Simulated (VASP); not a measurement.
# Al: single point with PBE+D3(BJ)

The system is Al.

```
Al
1.0
     2.77027    0.00000    0.00000
    -1.38513    2.47219    0.00000
     0.00000    0.00000    4.86685
Al
2
Direct
  0.66667 0.33333 0.75000
  0.33333 0.66667 0.25000
```

This cell differs from its parent crystal: strain -0.0150 x Voigt [1, -1, 0, 0, 0, 0].

```json
{
  "Program": "VASP 6.6.1",
  "Task": "single point",
  "Functional": "PBE",
  "Dispersion": "D3(BJ)",
  "Potentials or basis": "VASP PAW PBE potentials, release 64 (Al)",
  "Cutoff": "520 eV",
  "k mesh": "18 × 18 × 10",
  "Occupations": "gaussian, width 0.15 eV",
  "Spin": "no spin polarisation"
}
```

The pressure is -3.1 GPa, the largest force is 0.004 eV/Å and the band gap on the k mesh is zero (band 3 reaches 11.61 eV, above the bottom of band 4 at 4.59 eV). The dispersion energy per atom is -0.333 eV.

Forces on the atoms (eV/Å):
```
Al   0.000  0.004  0.000
Al   0.000 -0.004  0.000
```

Stress tensor (GPa, compression positive):
```
-1.39  0.00  0.00
 0.00 -3.30  0.00
 0.00  0.00 -4.71
```

Levels at points of the mesh, in eV from the Fermi level:
```tsv
k point	band 1	band 2	band 3	band 4	band 5	band 6	band 7
(0.00, 0.00, 0.00)	-11.04	-5.04	-4.80	10.92	11.23	11.33	11.83
(0.50, 0.00, 0.00)	-4.89	-4.83	0.71	0.75	1.48	1.54	6.00
(0.00, 0.50, 0.00)	-5.21	-5.03	0.43	0.49	1.13	1.36	6.85
(0.00, 0.00, 0.50)	-9.49	-9.49	2.41	2.41	12.09	12.09	12.88
(0.50, 0.00, 0.50)	-3.71	-3.71	-2.94	-2.94	7.31	7.31	7.43
(0.00, 0.50, 0.50)	-3.92	-3.92	-3.28	-3.28	7.50	7.50	7.73
```

Wall time 82 s on 1 thread of Intel(R) Xeon(R) Platinum 8124M CPU @ 3.00GHz (Skylake/Cascade Lake) (shared host), peak memory 0.27 GiB.

Caveat: the cell differs from its parent crystal (strain -0.0150 x Voigt [1, -1, 0, 0, 0, 0]); pairwise dispersion overbinds metals, which lowers pressure and volume.
